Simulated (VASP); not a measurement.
Input of a VASP 6.6.1 run:

Contents of INCAR:

```
PREC = Accurate
ENCUT = 690
EDIFF = 1E-6
ISMEAR = -1
SIGMA = 0.05
LREAL = F
LASPH = T
NELM = 200
ALGO = Normal
ISIF = 2
LWAVE = F
LCHARG = F
ISPIN = 2
MAGMOM = 1.782
LORBIT = 11
LMAXMIX = 4
GGA = PS
NBANDS = 18
GGA_COMPAT = F
```

File KPOINTS:

```
Automatic mesh
0
Gamma
  18 18 18
```

The input POSCAR:

```
Co
1.0
   -1.3449134893      1.3449134893      1.3449134893
    1.3449134893     -1.3449134893      1.3449134893
    1.3449134893      1.3449134893     -1.3449134893
Co
1
Direct
    0.0000000000      0.0000000000      0.0000000000
```

Potentials or basis: VASP PAW PBE potentials, release 64 (Co_sv).

The run is started by

```sh
$ cat potpaw_PBE.64/Co_sv/POTCAR > POTCAR
$ mpirun -np 1 vasp_std > vasp.out
```

(1) Predict the site moments.

(2) Estimate the net moment.

(3) Estimate the pressure.

Answers

(1) Co +1.69 μB.

(2) 1.66 μB per cell.

(3) 22.7 GPa.

Caveat: the cell stands under pressure; the PAW data sets were made with another functional, which shifts forces and pressure a little.
